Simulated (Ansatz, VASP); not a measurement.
## One calculation of MoH5, two programs

The input INCAR:

```
SYSTEM = MoH5
PREC     = Accurate       ! precision mode
ENCUT    = 600            ! plane-wave cutoff, eV
EDIFF    = 1E-6           ! SCF threshold, eV
ISMEAR   = 0              ! smearing method
SIGMA    = 0.1            ! smearing width, eV
LREAL    = .False.        ! projectors in reciprocal space
LASPH    = .True.         ! aspherical terms in the spheres
NELM     = 100            ! most SCF steps
ALGO     = Normal         ! electronic algorithm
ISIF     = 3              ! what is computed and relaxed
LWAVE    = .False.        ! write WAVECAR
LCHARG   = .False.        ! write CHGCAR
GGA      = PE             ! functional
IBRION   = 2              ! ionic algorithm
NSW      = 100            ! ionic steps
EDIFFG   = -0.01          ! ionic threshold
```

Contents of KPOINTS:

```
Automatic mesh
0
Gamma
  18 18 6
  0 0 0
```

Contents of POSCAR:

```
MoH5
1.0
    2.5868806274      0.0000000000      0.0000000000
   -1.2934403137      2.2403043399      0.0000000000
    0.0000000000      0.0000000000      6.5877472435
H Mo
5 1
Direct
    0.3333333333      0.6666666667      0.5000000000
    0.6666666667      0.3333333333      0.5000000000
    0.0000000000      0.0000000000      0.2787577323
    0.0000000000      0.0000000000      0.7212422677
    0.0000000000      0.0000000000      0.5000000000
    0.0000000000      0.0000000000      0.0000000000
```

Input for Ansatz:

```yaml
crystal:
  lattice:
    - [2.5868806274, 0.0, 0.0]
    - [-1.2934403137, 2.2403043399, 0.0]
    - [0.0, 0.0, 6.5877472435]
  atoms:
    - { symbol: H, position: [0.3333333333, 0.6666666667, 0.5] }
    - { symbol: H, position: [0.6666666667, 0.3333333333, 0.5] }
    - { symbol: H, position: [0.0, 0.0, 0.2787577323] }
    - { symbol: H, position: [0.0, 0.0, 0.7212422677] }
    - { symbol: H, position: [0.0, 0.0, 0.5] }
    - { symbol: Mo, position: [0.0, 0.0, 0.0] }
basis:
  ecutwfc: 420
kpoints:
  mp_grid: { grid: [18, 18, 6] }
hamiltonian:
  xc: pbe
scf:
  occupations: { method: gaussian, width: 0.1 }
output:
  forces: true
  stress: true
  eigenvalues: true
  write_density: true
  write_potential: true
  elf: true
  volumetric_format: npy
relax:
  adjacent_minimum: "off"
  f_tol: 0.01
  max_steps: 80
  cell: { stress_tol: 0.05 }
```

Alike in both runs: task relaxation of cell and atoms; functional PBE; k mesh 18 × 18 × 6; occupations gaussian, width 0.1 eV; no spin polarisation.

|  | VASP | Ansatz |
| --- | --- | --- |
| version | VASP 6.6.1 | Ansatz 0.2.0 |
| potentials or method | VASP PAW PBE potentials, release 64 (H, Mo_sv), cutoff 600 eV | scalar-relativistic, plane waves, PAW |
| valence electrons in the cell | 19 | 19 |

```tsv
	VASP	Ansatz	Ansatz less VASP
gap on the k mesh at the Fermi level, each at its own relaxed structure (eV)	none	none	-
relaxed volume (Å³/atom)	6.34	6.35	+0.003
relaxed cell length with the largest relative difference (Å)	6.413	6.423	+0.0102
```

A gap of «none» marks a metal or a gap that the smearing closes.

Noted on VASP's run: too few bands were computed for a metal, which touches its energy and stress.
